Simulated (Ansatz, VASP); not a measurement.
## Zr3H in VASP and in Ansatz

Contents of INCAR:

```
SYSTEM = Zr3H
PREC = Accurate
ENCUT = 520
EDIFF = 1E-7
ISMEAR = 0
SIGMA = 0.1
LREAL = .FALSE.
LASPH = .TRUE.
NELM = 100
ALGO = Normal
ISIF = 2
LWAVE = .FALSE.
LCHARG = .FALSE.
GGA = PS
NBANDS = 47
```

Contents of KPOINTS:

```
regular mesh
0
G
  12 12 8
  0 0 0
```

Contents of POSCAR:

```
Zr3H
1.0
    5.5997518033      0.0000000000      0.0000000000
   -2.7998759016      4.8495273165      0.0000000000
    0.0000000000      0.0000000000      5.2692606030
Zr H
6 2
Direct
    0.3384086578      0.0000000000      0.2500000000
    0.3384086578      0.3384086578      0.7500000000
    0.0000000000      0.3384086578      0.2500000000
    0.6615913422      0.0000000000      0.7500000000
    0.6615913422      0.6615913422      0.2500000000
    0.0000000000      0.6615913422      0.7500000000
    0.0000000000      0.0000000000      0.0000000000
    0.0000000000      0.0000000000      0.5000000000
```

Input for Ansatz:

```yaml
crystal:
  lattice:
    - [5.5997518033, 0.0, 0.0]
    - [-2.7998759016, 4.8495273165, 0.0]
    - [0.0, 0.0, 5.269260603]
  atoms:
    - { symbol: Zr, position: [0.3384086578, 0.0, 0.25] }
    - { symbol: Zr, position: [0.3384086578, 0.3384086578, 0.75] }
    - { symbol: Zr, position: [0.0, 0.3384086578, 0.25] }
    - { symbol: Zr, position: [0.6615913422, 0.0, 0.75] }
    - { symbol: Zr, position: [0.6615913422, 0.6615913422, 0.25] }
    - { symbol: Zr, position: [0.0, 0.6615913422, 0.75] }
    - { symbol: H, position: [0.0, 0.0, 0.0] }
    - { symbol: H, position: [0.0, 0.0, 0.5] }
basis:
  ecutwfc: 420
kpoints:
  mp_grid: { grid: [12, 12, 8] }
  band_path:
    path:
      - [[0.0, 0.0, 0.0], [0.5, 0.0, 0.0], [0.33333333, 0.33333333, 0.0], [0.0, 0.0, 0.0], [0.0, 0.0, 0.5], [0.5, 0.0, 0.5], [0.33333333, 0.33333333, 0.5], [0.0, 0.0, 0.5]]
      - [[0.5, 0.0, 0.5], [0.5, 0.0, 0.0]]
      - [[0.33333333, 0.33333333, 0.5], [0.33333333, 0.33333333, 0.0]]
    npoints: 14
hamiltonian:
  xc: pbesol
scf:
  occupations: { method: gaussian, width: 0.1 }
  n_extra_bands: 20
output:
  forces: true
  stress: true
  eigenvalues: true
  populations: true
  dos: { projected: true, de: 0.02, nscf_kmesh: { grid: [15, 15, 10] } }
  bader: true
  write_density: true
  write_potential: true
  elf: true
  volumetric_format: npy
```

Alike in both runs: task single point; functional PBEsol; k mesh 12 × 12 × 8; occupations gaussian, width 0.1 eV; no spin polarisation.

|  | VASP | Ansatz |
| --- | --- | --- |
| version | VASP 6.6.1 | Ansatz 0.2.0 |
| potentials or method | VASP PAW PBE potentials, release 64 (Zr_sv, H), cutoff 520 eV | scalar-relativistic, plane waves, PAW |
| valence electrons in the cell | 74 | 74 |

Ansatz gave:

| Item | Value |
| --- | --- |
| gap on the k mesh at the Fermi level (eV) | none |
| pressure (GPa) | -3.8 |
| traceless stress, the component that is largest in VASP (GPa) | 0.13 |
| rms of the force components (eV/Å) | 0.014 |

Question: What did VASP give for the same quantities?

Answer: gap on the k mesh at the Fermi level (eV): none; pressure (GPa): -3.8; traceless stress, the component that is largest in VASP (GPa): 0.12; rms of the force components (eV/Å): 0.013.

VASP's potentials were made for PBE, not for PBEsol. Atom by atom the forces differ by 0.001 eV/Å (rms over components). A gap of «none» marks a metal or a gap that the smearing closes. The functional is the same, so the differences come from potentials, cutoffs and numerics.
